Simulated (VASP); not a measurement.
The system is HfZn.

```xyz
2
Lattice="3.2751 0.0000 0.0000 0.0000 3.2751 0.0000 0.0000 0.0000 3.2751" Properties=species:S:1:pos:R:3 pbc="T T T"
Hf    1.6376    1.6376    1.6376
Zn    0.0000    0.0000    0.0000
```

| Quantity | Value |
| --- | --- |
| Program | VASP 6.6.1 |
| Task | relaxation of cell and atoms |
| Functional | LDA |
| Potentials or basis | VASP PAW LDA potentials, release 64 (Hf_pv, Zn) |
| Cutoff | 600 eV |
| k mesh | 6 × 6 × 6 |
| Occupations | gaussian, width 0.1 eV |
| Spin | no spin polarisation |

At the start: pressure -6.2 GPa; volume 17.56 Å³/atom.

Where does the relaxation end?

Over 3 steps the energy falls by 17.2 meV/atom and the volume is 16.72 Å³/atom (-4.8 %); space group Pm-3m (No. 221, to 0.05 Å).

Step by step:
| step | energy change (eV) | largest force (eV/Å) | pressure (GPa) | volume (Å³) |
| --- | --- | --- | --- | --- |
| 1 | 0.0000 | 0.0000 | -6.18 | 35.13 |
| 2 | 0.0027 | 0.0000 | 7.62 | 31.79 |
| 3 | -0.0345 | 0.0000 | 0.01 | 33.44 |

Final structure:
```cif
data_structure
_symmetry_space_group_name_H-M 'P 1'
_symmetry_Int_Tables_number 1
_cell_length_a 3.2216
_cell_length_b 3.2216
_cell_length_c 3.2216
_cell_angle_alpha 90.000
_cell_angle_beta 90.000
_cell_angle_gamma 90.000
_cell_volume 33.44
loop_
_atom_site_label
_atom_site_type_symbol
_atom_site_fract_x
_atom_site_fract_y
_atom_site_fract_z
_atom_site_occupancy
Hf1 Hf 0.50000 0.50000 0.50000 1
Zn1 Zn 0.00000 0.00000 0.00000 1
```
